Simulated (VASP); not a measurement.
Here is a VASP 6.6.1 calculation.

The input POSCAR:

```
KCl
1.0
    3.8203700000      0.0027100000      0.0099800000
    0.0027100000      3.7874000000      0.0155800000
    0.0099800000      0.0155800000      3.9484100000
K Cl
1 1
Direct
    0.0006200000      0.0091300000      0.0065800000
    0.5198300000      0.5192000000      0.4821200000
```

File INCAR.step1:

```
SYSTEM = KCl
ALGO = Normal ; EDIFF = 1E-4
ENCUT = 520 ; GGA = PE
ISMEAR = 0 ; LASPH = .True.
LCHARG = .False. ; LREAL = .False.
LWAVE = .True. ; NBANDS = 15
NELM = 60 ; PREC = Accurate
SIGMA = 0.01
```

Contents of INCAR.step2:

```
SYSTEM = KCl
ALGO = Normal ; EDIFF = 1E-8
ENCUT = 520 ; ISIF = 2
ISMEAR = 0 ; ISTART = 1
LASPH = .True. ; LCHARG = .False.
LEFG = .True. ; LMIXTAU = .True.
LREAL = .False. ; LWAVE = .False.
METAGGA = R2SCAN ; NBANDS = 15
NELM = 60 ; PREC = Accurate
SIGMA = 0.01
```

File KPOINTS:

```
k-points
0
Gamma
  3 3 3
  0 0 0
```

Potentials or basis: VASP PAW PBE potentials, release 64 (K_sv, Cl).

The run is started by

```console
$ cat potpaw_PBE.64/K_sv/POTCAR potpaw_PBE.64/Cl/POTCAR > POTCAR
$ cp INCAR.step1 INCAR
$ mpirun -np 1 vasp_std > vasp.out
$ cp INCAR.step2 INCAR
$ mpirun -np 1 vasp_std > vasp.out
```

**Question.** What does it give for the band gap on the k mesh?

**Answer.** 5.50 eV, indirect (least direct gap 5.60 eV).

**Question.** Estimate the pressure.

**Answer.** -1.1 GPa.

**Question.** Estimate the largest force.

**Answer.** 0.089 eV/Å.

Stress tensor (GPa, compression positive):
```
-0.69  0.04 -0.12
 0.04 -0.29 -0.08
-0.12 -0.08 -2.17
```

Caveat: the k points lie up to 0.55 Å⁻¹ apart; without QUAD_EFG the Cq values of the log hold for a quadrupole moment of 1 mb, not for the nuclei; the PAW data sets were made with another functional, which shifts forces and pressure a little. r2SCAN opens gaps a little over a GGA but as a rule still falls short of measured ones.
